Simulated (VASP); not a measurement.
# AlN (AlN (P6_3mc)) in VASP: notebook, part 2 of 2

VASP 6.6.1.

## (5) Single point, PBE

This run uses another cell than the first one: it holds 32 atoms, not 4.

INCAR reads:

```
PREC = Accurate
ENCUT = 520
EDIFF = 1E-6
ISMEAR = -1
SIGMA = 0.01
LREAL = Auto
LASPH = True
NELM = 80
ALGO = Normal
ISIF = 2
LWAVE = False
LCHARG = True
GGA = PE
LELF = True
LVHAR = True
NBANDS = 86
```

KPOINTS reads:

```
Automatic mesh
0
Gamma
  1 1 1
  0.25 0.25 0.25
```

POSCAR reads:

```
AlN
1.0
    6.2595139326      0.0000000578      0.0000000000
   -3.1297570163      5.4208980521      0.0000000000
    0.0000000000      0.0000000000     10.0348065068
Al N
16 16
Direct
    0.3335521365      0.1664662768      0.2500111521
    0.1664662768      0.3335521365      0.5000111521
    0.3335521365      0.1664662768      0.7500111521
    0.1664662768      0.3335521365      1.0000111521
    0.3335521365      0.6664662768      0.2500111521
    0.1664662768      0.8335521365      0.5000111521
    0.3335521365      0.6664662768      0.7500111521
    0.1664662768      0.8335521365      1.0000111521
    0.8335521365      0.1664662768      0.2500111521
    0.6664662768      0.3335521365      0.5000111521
    0.8335521365      0.1664662768      0.7500111521
    0.6664662768      0.3335521365      1.0000111521
    0.8335521365      0.6664662768      0.2500111521
    0.6664662768      0.8335521365      0.5000111521
    0.8335521365      0.6664662768      0.7500111521
    0.6664662768      0.8335521365      1.0000111521
    0.3319668409      0.1680147458      0.4399888479
    0.1680147458      0.3319668409      0.1899888479
    0.3319668409      0.1680147458      0.9399888479
    0.1680147458      0.3319668409      0.6899888479
    0.3319668409      0.6680147458      0.4399888479
    0.1680147458      0.8319668409      0.1899888479
    0.3319668409      0.6680147458      0.9399888479
    0.1680147458      0.8319668409      0.6899888479
    0.8319668409      0.1680147458      0.4399888479
    0.6680147458      0.3319668409      0.1899888479
    0.8319668409      0.1680147458      0.9399888479
    0.6680147458      0.3319668409      0.6899888479
    0.8319668409      0.6680147458      0.4399888479
    0.6680147458      0.8319668409      0.1899888479
    0.8319668409      0.6680147458      0.9399888479
    0.6680147458      0.8319668409      0.6899888479
```

Launch:

```bash
$ cat potpaw_PBE.64/Al/POTCAR potpaw_PBE.64/N/POTCAR > POTCAR
$ mpirun -np 1 vasp_std > vasp.out
```

Run time: 3.9 min. Hardware: 1 thread of Intel Xeon Platinum 8259CL at 2.50GHz (Skylake/Cascade Lake), shared host; peak memory 0.44 GiB.

Results (log left out):

* Free energy: -241.3158 eV
* Pressure: -0.6 GPa
* Largest force: 0.205 eV/Å
* Band gap on the k mesh: 5.74 eV

Forces in eV/Å, atoms in the order of the input:
```
Al   0.116 -0.069  0.012
Al  -0.118  0.066  0.012
Al   0.116 -0.069  0.012
Al  -0.118  0.066  0.012
Al   0.116 -0.069  0.012
Al  -0.118  0.066  0.012
Al   0.116 -0.069  0.012
Al  -0.118  0.066  0.012
Al   0.116 -0.069  0.012
Al  -0.118  0.066  0.012
Al   0.116 -0.069  0.012
Al  -0.118  0.066  0.012
Al   0.116 -0.069  0.012
Al  -0.118  0.066  0.012
Al   0.116 -0.069  0.012
Al  -0.118  0.066  0.012
N    0.178 -0.101 -0.012
N   -0.177  0.104 -0.012
N    0.178 -0.101 -0.012
N   -0.177  0.104 -0.012
N    0.178 -0.101 -0.012
N   -0.177  0.104 -0.012
N    0.178 -0.101 -0.012
N   -0.177  0.104 -0.012
N    0.178 -0.101 -0.012
N   -0.177  0.104 -0.012
N    0.178 -0.101 -0.012
N   -0.177  0.104 -0.012
N    0.178 -0.101 -0.012
N   -0.177  0.104 -0.012
N    0.178 -0.101 -0.012
N   -0.177  0.104 -0.012
```

Stress tensor (GPa, compression positive):
```
-1.66 -0.84  0.00
-0.84 -2.63  0.00
 0.00  0.00  2.48
```

Levels at points of the mesh, in eV from the valence-band top:
```tsv
k point	band 62	band 63	band 64	band 65	band 66	band 67
(0.25, 0.25, 0.25)	-0.37	-0.26	0.00	5.79	6.35	6.49
```

Caveat: the k points lie up to 1.16 Å⁻¹ apart.

## (6) Single point, PBE

This run uses another cell than the first one: it holds 32 atoms, not 4.

INCAR reads:

```
SYSTEM = AlN
PREC = Accurate
ENCUT = 520
EDIFF = 1E-6
ISMEAR = -1
SIGMA = 0.01
LREAL = Auto
LASPH = .True.
NELM = 100
ALGO = Normal
ISIF = 2
LWAVE = .False.
LCHARG = .True.
GGA = PE
LELF = .True.
LVHAR = .True.
NBANDS = 86
```

KPOINTS is that of step 5.

POSCAR reads:

```
AlN
1.0
    6.2595139326      0.0000000578      0.0000000000
   -3.1297570163      5.4208980521      0.0000000000
    0.0000000000      0.0000000000     10.0348065068
Al N
16 16
Direct
    0.3327335998      0.1651975520      0.2499362135
    0.1656697391      0.3322942523      0.4999373173
    0.3327516879      0.1652094689      0.7499089902
    0.1656946140      0.3322993225      0.9999252548
    0.3327711169      0.6652624642      0.2499403365
    0.1656914374      0.8322978478      0.4999338578
    0.3327705113      0.6652185526      0.7499433765
    0.1656665138      0.8322364765      0.9999496148
    0.8327590348      0.1652425200      0.2499353150
    0.6656630055      0.3322794356      0.4999239991
    0.8327615559      0.1652331912      0.7499249383
    0.6657308369      0.3323174075      0.9999262105
    0.8327789368      0.6652592584      0.2499427161
    0.6656983446      0.8323373123      0.4999501826
    0.8327602390      0.6652416600      0.7499260108
    0.6657174778      0.8323026076      0.9999565295
    0.3311640223      0.1667450886      0.4398451253
    0.1672271132      0.3307249285      0.1898290798
    0.3312093103      0.1667529613      0.9398289298
    0.1671959018      0.3307253530      0.6898266651
    0.3311876555      0.6667618850      0.4398482388
    0.1671885786      0.8306998327      0.1898548879
    0.3312003611      0.6667122247      0.9398470223
    0.1672095824      0.8307523337      0.6898351648
    0.8311872827      0.1667751639      0.4398428246
    0.6672148536      0.3307205314      0.1898279462
    0.8312080371      0.1667573391      0.9398274869
    0.6671725728      0.3307257977      0.6898154483
    0.8311884968      0.6667528977      0.4398642203
    0.6672347799      0.8307641447      0.1898656407
    0.8312031447      0.6667418983      0.9398459645
    0.6672160894      0.8307684880      0.6898346175
```

Potentials or basis: VASP PAW PBE potentials, release 64 (Al, N).

Launch:

```bash
$ cat potpaw_PBE.64/Al/POTCAR potpaw_PBE.64/N/POTCAR > POTCAR
$ mpirun -np 1 vasp_std > vasp.out
```

OUTCAR:

```text
SYSTEM = AlN
   PREC = Accurate
   ENCUT = 520
   EDIFF = 1E-6
   ISMEAR = -1
   LREAL = Auto
   LASPH = .True.
   NELM = 100
   ISIF = 2
   GGA = PE

 ion  position               nearest neighbor table
   1  0.333  0.165  0.250-  18 1.89  17 1.91  22 1.91  26 1.91   6 3.09  10 3.09   8 3.09  12 3.09
                             2 3.09   4 3.09  13 3.13   5 3.13   9 3.13   9 3.13   5 3.13  13 3.13
   2  0.166  0.332  0.500-  17 1.89  20 1.91  21 1.91  25 1.91  11 3.09   9 3.09   7 3.09   5 3.09
                             3 3.09   1 3.09  14 3.13   6 3.13  10 3.13  10 3.13   6 3.13  14 3.13
   3  0.333  0.165  0.750-  20 1.89  19 1.91  28 1.91  24 1.91   6 3.09  10 3.09  12 3.09   8 3.09
[... 759 lines left out ...]
  external PRESSURE =      -6.1205057 kB  Pullay stress =       0.0000000 kB

 VOLUME and BASIS-vectors are now :
 -----------------------------------------------------------------------------
  energy-cutoff  :      520.00
  volume of cell :      340.50
      direct lattice vectors                 reciprocal lattice vectors
     6.259513933  0.000000058  0.000000000     0.159756813  0.092235641  0.000000000
    -3.129757016  5.420898052  0.000000000    -0.000000002  0.184471279  0.000000000
     0.000000000  0.000000000 10.034806507     0.000000000  0.000000000  0.099653142

 POSITION                                       TOTAL-FORCE (eV/Angst)
 -----------------------------------------------------------------------------------
      1.56572      0.89552      2.50806         0.115755     -0.065407      0.001794
     -0.00299      1.80133      5.01677        -0.115698      0.066800      0.001670
      1.56580      0.89558      7.52519         0.112998     -0.067551      0.007410
     -0.00285      1.80136     10.03406        -0.113219      0.061436      0.003875
      0.00088      3.60632      2.50810         0.116843     -0.073972      0.003898
     -1.56774      4.51180      5.01674        -0.117695      0.064196      0.004071
[... 24 lines left out ...]
      3.11619      3.61434      9.43117         0.175830     -0.098162     -0.004714
      1.57634      4.50351      6.92236        -0.174192      0.100566     -0.000197
 -----------------------------------------------------------------------------------
    total drift:                               -0.006845     -0.015998      0.037185

  FREE ENERGIE OF THE ION-ELECTRON SYSTEM (eV)
  ---------------------------------------------------
  free  energy   TOTEN  =      -241.3163134988 eV

  energy  without entropy=     -241.3163134988  energy(sigma->0) =     -241.31631350
```

stdout:

```text
POSCAR found type information on POSCAR AlN
 POSCAR found :  2 types and      32 ions
 scaLAPACK will be used
 LDA part: xc-table for (Slater+PW92), standard interpolation
 POSCAR, INCAR and KPOINTS ok, starting setup
 FFT: planning ... GRIDC
 FFT: planning ... GRID_SOFT
 FFT: planning ... GRID
 WAVECAR not read
 entering main loop
```

Wall time 5.6 min (1 thread of Intel Xeon Platinum 8259CL at 2.50GHz (Skylake/Cascade Lake), shared host); peak memory 0.46 GiB.

Results:

* Free energy: -241.3163 eV
* Pressure: -0.6 GPa
* Largest force: 0.206 eV/Å
* Band gap on the k mesh: 5.74 eV

Forces on the atoms (eV/Å):
```
Al   0.116 -0.065  0.002
Al  -0.116  0.067  0.002
Al   0.113 -0.068  0.007
Al  -0.113  0.061  0.004
Al   0.117 -0.074  0.004
Al  -0.118  0.064  0.004
Al   0.112 -0.067  0.001
Al  -0.114  0.072  0.000
Al   0.117 -0.066  0.003
Al  -0.117  0.068  0.004
Al   0.112 -0.067  0.003
Al  -0.120  0.061  0.003
Al   0.113 -0.074  0.006
Al  -0.116  0.062  0.000
Al   0.114 -0.070  0.002
Al  -0.118  0.065  0.001
N    0.178 -0.100 -0.005
N   -0.177  0.105  0.000
N    0.177 -0.103 -0.002
N   -0.174  0.105 -0.001
N    0.178 -0.100 -0.004
N   -0.174  0.106 -0.005
N    0.176 -0.095 -0.003
N   -0.173  0.099 -0.002
N    0.178 -0.101 -0.004
N   -0.177  0.106  0.000
N    0.177 -0.101 -0.002
N   -0.171  0.105  0.001
N    0.175 -0.099 -0.007
N   -0.176  0.102 -0.006
N    0.176 -0.098 -0.005
N   -0.174  0.101  0.000
```

Stress tensor (GPa, compression positive):
```
-1.70 -0.84  0.00
-0.84 -2.67 -0.01
 0.00 -0.01  2.53
```

Caveat: the k points lie up to 1.16 Å⁻¹ apart. As with any semilocal functional, this PBE gap is likely too small.

## (7) Summary

```tsv
cell	k mesh	smearing	gap on the mesh (eV)	pressure (GPa)	largest force (eV/Å)
a = 3.130, b = 3.130, c = 5.017 Å, angles 90.0, 90.0, 120.0°, 4 atoms	2 × 2 × 2, shifted	gaussian 0.01 eV	5.74	-0.6	0.21
a = 6.260, b = 6.260, c = 5.017 Å, angles 90.0, 90.0, 120.0°, 16 atoms	1 × 1 × 2, shifted	gaussian 0.01 eV	5.74	-0.6	0.21
a = 6.260, b = 6.260, c = 10.035 Å, angles 90.0, 90.0, 120.0°, 32 atoms	1 × 1 × 1, shifted	fermi-dirac 0.01 eV	5.74	-0.6	0.21
```

Some of these runs hold the atoms at other places in the same cell, which the table doesn't show; runs alike in all that it shows share one row.

Alike in all rows: task single point; level PBE; potentials or basis VASP PAW PBE potentials, release 64 (Al, N); no spin polarisation; cutoff (eV) 520.

Caveats: all runs use coarse meshes.

Total energies depend on the potentials used, so only differences within one code and one set of settings carry meaning.
